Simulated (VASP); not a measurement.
Input of a VASP 6.6.1 run:

File POSCAR:

```
InAs
1.0
    0.0000000000      2.9563908761      2.9563908761
    2.9563908761      0.0000000000      2.9563908761
    2.9563908761      2.9563908761      0.0000000000
In As
1 1
Direct
    0.0000000000      0.0000000000      0.0000000000
    0.7500000000      0.7500000000      0.7500000000
```

INCAR.step1

```
ALGO     = Normal         # electronic algorithm
EDIFF    = 1E-5           # SCF threshold, eV
ENCUT    = 520            # plane-wave cutoff, eV
GGA      = PE             # functional
ISIF     = 2              # what is computed and relaxed
ISMEAR   = -1             # smearing method
LASPH    = True           # aspherical terms in the spheres
LCHARG   = False          # write CHGCAR
LREAL    = False          # projectors in reciprocal space
LWAVE    = True           # write WAVECAR
NBANDS   = 16             # bands
NELM     = 60             # most SCF steps
PREC     = Accurate       # precision mode
SIGMA    = 0.05           # smearing width, eV
```

Contents of INCAR.step2:

```
AEXX     = 0.5            # exact-exchange fraction
ALGO     = Normal         # electronic algorithm
EDIFF    = 1E-6           # SCF threshold, eV
ENCUT    = 520            # plane-wave cutoff, eV
ISIF     = 2              # what is computed and relaxed
ISMEAR   = -1             # smearing method
ISTART   = 1            
LASPH    = True           # aspherical terms in the spheres
LCHARG   = False          # write CHGCAR
LHFCALC  = True           # exact exchange
LMIXTAU  = True         
LREAL    = False          # projectors in reciprocal space
LWAVE    = False          # write WAVECAR
METAGGA  = R2SCAN         # meta-GGA
NBANDS   = 16             # bands
NELM     = 60             # most SCF steps
PREC     = Accurate       # precision mode
PRECFOCK = Normal       
SIGMA    = 0.05           # smearing width, eV
```

File KPOINTS:

```
k-points
0
Gamma
  4 4 4
```

Potentials or basis: VASP PAW PBE potentials, release 64 (In_d, As).

Command:

```bash
$ cat potpaw_PBE.64/In_d/POTCAR potpaw_PBE.64/As/POTCAR > POTCAR
$ cp INCAR.step1 INCAR
$ mpirun -np 1 vasp_std > vasp.out
$ cp INCAR.step2 INCAR
$ mpirun -np 1 vasp_std > vasp.out
```

Question: Predict the pressure.

Answer: 4.3 GPa.

Question: Estimate the band gap on the k mesh.

Answer: 3.35 eV.

Caveat: the k points lie up to 0.46 Å⁻¹ apart; the PAW data sets were made with another functional, which shifts forces and pressure a little; spin-orbit coupling is left out, which moves the levels of the heavy elements.
